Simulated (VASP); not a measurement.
Here is a VASP 6.6.1 calculation.

File POSCAR:

```
C
1.0
   -2.5113391176      0.0000000000      0.0000000000
   -1.2556695588     -2.1748834734      0.0000000000
    1.2556695588      0.7249611578     11.3359979276
C
10
Direct
    0.0050032421      0.0050032421      0.6144097264
    0.9597462221      0.9597462221      0.4786386664
    0.0814821290      0.0814821290      0.8438463871
    0.8832673352      0.8832673352      0.2492020057
    0.1561777568      0.1561777568      0.0679332704
    0.8379765588      0.8379765588      0.1133296763
    0.3535652556      0.3535652556      0.6600957668
    0.6111842087      0.6111842087      0.4329526260
    0.3995916187      0.3995916187      0.7981748561
    0.5651578456      0.5651578456      0.2948735367
```

File INCAR.step1:

```
PREC = Accurate
ENCUT = 520
ISMEAR = 0
SIGMA = 0.05
LREAL = F
LASPH = T
NELM = 80
ISYM = 0
NBANDS = 31
GGA = PE
ALGO = Normal
EDIFF = 1E-4
LWAVE = T
LCHARG = F
```

The input INCAR.step2:

```
PREC = Accurate
ENCUT = 520
EDIFF = 1E-6
ISMEAR = 0
SIGMA = 0.05
LREAL = F
LASPH = T
NELM = 80
ALGO = Normal
ISIF = 2
LWAVE = F
LCHARG = F
METAGGA = R2SCAN
LMIXTAU = T
ISYM = 0
NBANDS = 31
ISTART = 1
```

KPOINTS

```
regular mesh
0
Gamma
  10 10 3
```

Potentials or basis: VASP PAW PBE potentials, release 64 (C).

Launch:

```console
$ cat potpaw_PBE.64/C/POTCAR > POTCAR
$ cp INCAR.step1 INCAR
$ mpirun -np 1 vasp_std > vasp.out
$ cp INCAR.step2 INCAR
$ mpirun -np 1 vasp_std > vasp.out
```

(1) Estimate the pressure.

(2) What does it give for the band gap on the k mesh?

(3) What does it give for the largest force?

Answers

(1) -8.0 GPa.

(2) 1.34 eV, indirect (least direct gap 1.84 eV).

(3) 3.504 eV/Å.

Caveat: the PAW data sets were made with another functional, which shifts forces and pressure a little.
